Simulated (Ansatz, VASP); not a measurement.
# One calculation of Te, two programs

INCAR

```
SYSTEM = Te
ALGO     = Normal         ! electronic algorithm
EDIFF    = 1E-6           ! SCF threshold, eV
EDIFFG   = -0.01          ! ionic threshold
ENCUT    = 600            ! plane-wave cutoff, eV
GGA      = PE             ! functional
IBRION   = 2              ! ionic algorithm
ISIF     = 3              ! what is computed and relaxed
ISMEAR   = -1             ! smearing method
LASPH    = .True.         ! aspherical terms in the spheres
LCHARG   = .False.        ! write CHGCAR
LREAL    = .False.        ! projectors in reciprocal space
LWAVE    = .False.        ! write WAVECAR
NELM     = 100            ! most SCF steps
NSW      = 60             ! ionic steps
PREC     = Accurate       ! precision mode
SIGMA    = 0.05           ! smearing width, eV
```

File KPOINTS:

```
k-points
0
Gamma
  10 10 10
  0 0 0
```

Contents of POSCAR:

```
Te
1.0
   -2.9577914636      3.8759656627      1.5351528885
    2.9577914636     -3.8759656627      1.5351528885
    2.9577914636      3.8759656627     -1.5351528885
Te
2
Direct
    0.0009290200      0.7509290200      0.2500000000
    0.9990709800      0.2490709800      0.7500000000
```

Contents of input.yaml:

```yaml
crystal:
  lattice:
    - [-2.9577914636, 3.8759656627, 1.5351528885]
    - [2.9577914636, -3.8759656627, 1.5351528885]
    - [2.9577914636, 3.8759656627, -1.5351528885]
  atoms:
    - { symbol: Te, position: [0.00092902, 0.75092902, 0.25] }
    - { symbol: Te, position: [0.99907098, 0.24907098, 0.75] }
hamiltonian:
  xc: pbe
  pseudopotentials: { kind: paw }
kpoints:
  mp_grid: { grid: [10, 10, 10] }
scf:
  occupations: { method: fermi_dirac, width: 0.05 }
output:
  forces: true
  stress: true
  eigenvalues: true
relax:
  f_tol: 0.01
  max_steps: 40
  cell: { stress_tol: 0.05 }
```

Alike in both runs: task relaxation of cell and atoms; functional PBE; k mesh 10 × 10 × 10; occupations fermi-dirac, width 0.05 eV; no spin polarisation.

```csv
,VASP,Ansatz
version,VASP 6.6.1,Ansatz 0.2.0
potentials or method,"VASP PAW PBE potentials, release 64 (Te)",Ansatz PAW
plane-wave cutoff (eV),600,420
valence electrons in the cell,12,32
```

```csv
,VASP,Ansatz,Ansatz less VASP
"gap on the k mesh at the Fermi level, each at its own relaxed structure (eV)",none,none,-
relaxed volume (Å³/atom),35.91,36.05,+0.135
relaxed cell length with the largest relative difference (Å),5.165,5.175,+0.0106
```

A gap of «none» marks a metal or a gap that the smearing closes. VASP's potentials hold 12 valence electrons a cell and Ansatz's 32, so a difference there can come from the potentials and not from the codes.

Neither program's run includes spin-orbit coupling. Noted on Ansatz's run: the plane-wave basis is chosen anew once the cell has moved, so the energies of steps on either side of that aren't comparable.
